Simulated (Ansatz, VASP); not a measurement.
CdSe in VASP and in Ansatz

```
Cd Se
1.0
     2.85855    2.85855    0.00000
    -2.85855    2.85855    0.00000
     0.00000    2.85855    2.85855
Cd Se
1 1
Direct
  0.00000 0.00000 0.00000
  0.75000 0.25000 0.50000
```

Alike in both runs: task single point; functional PBEsol; k mesh 6 × 6 × 6; occupations fermi-dirac, width 0.01 eV; non-collinear spin, spin-orbit coupling.

|  | VASP | Ansatz |
| --- | --- | --- |
| version | VASP 6.6.1 | Ansatz 0.2.0 |
| potentials or method | VASP PAW PBE potentials, release 64 (Cd, Se), cutoff 520 eV | all-electron LAPW |

```tsv
	VASP	Ansatz	Ansatz less VASP
pressure (GPa)	15.7	14.9	-0.76
net moment per atom (μB)	0.00	0.00	0.000
```

VASP's potentials were made for PBE, not for PBEsol. Ansatz ran all-electron here, and VASP with PAW potentials.

The k mesh is coarse, so the values compare programs but aren't converged.
